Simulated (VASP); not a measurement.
The system is GaSb.

```
Sb Ga
1.0
    -2.77167    2.77167    1.60124
     2.77167   -2.77167    1.60124
     2.77167    2.77167   -1.60124
Sb Ga
1 1
Cartesian
  0.0000 0.0000 0.0000
  0.0000 2.7717 0.8006
```

This cell differs from its parent crystal: volume scaled by 1.02.

Base run:

```yaml
Program: VASP 6.6.1
Functional: PBE
Potentials_or_basis: VASP PAW PBE potentials, release 64 (Sb, Ga_d)
Cutoff: 520 eV
k_mesh: 10 × 10 × 10
Occupations: fermi-dirac, width 0.05 eV
Spin: no spin polarisation
```

Its results: band gap on the k mesh zero (band 9 reaches 8.13 eV, above the bottom of band 10 at 3.70 eV); pressure -0.8 GPa.

Task: The run is repeated on the same cell with these changes: functional from PBE to PBEsol. What comes out?

Result: Band gap on the k mesh zero (band 9 reaches 7.98 eV, above the bottom of band 10 at 3.54 eV); pressure -3.7 GPa.

PBEsol binds more tightly than PBE, so the same cell stands under less pressure.

Caveats: spin-orbit coupling is left out, which moves the levels of the heavy elements; the PAW data sets were made with another functional, which shifts forces and pressure a little (some runs).
